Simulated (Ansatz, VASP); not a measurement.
One calculation of PbSe, two programs

```xyz
2
Lattice="0.0000 3.0401 3.0401 3.0401 0.0000 3.0401 3.0401 3.0401 0.0000" Properties=species:S:1:pos:R:3 pbc="T T T"
Pb    0.0000    0.0000    0.0000
Se    3.0401    3.0401    3.0401
```

Alike in both runs: task single point; functional PBEsol-based global hybrid; k mesh 4 × 4 × 4; occupations fermi-dirac, width 0.05 eV; no spin polarisation.

```csv
,VASP,Ansatz
version,VASP 6.6.1,Ansatz 0.2.0
potentials or method,"VASP PAW PBE potentials, release 64 (Pb_d, Se)",Ansatz PAW
plane-wave cutoff (eV),520,420
valence electrons in the cell,20,30
```

|  | VASP | Ansatz | Ansatz less VASP |
| --- | --- | --- | --- |
| gap on the k mesh at the Fermi level (eV) | 1.21 | 1.13 | -0.079 |
| least direct gap on the mesh (eV) | 1.21 | 1.13 | -0.079 |
| pressure (GPa) | 0.2 | 0.5 | +0.25 |

VASP's potentials were made for PBE, not for PBEsol-based global hybrid. The functional is the same, so the differences come from potentials, cutoffs and numerics. VASP's potentials hold 20 valence electrons a cell and Ansatz's 30, so a difference there can come from the potentials and not from the codes.

The k mesh is coarse, so the values compare programs but aren't converged. Spin-orbit coupling is off throughout.
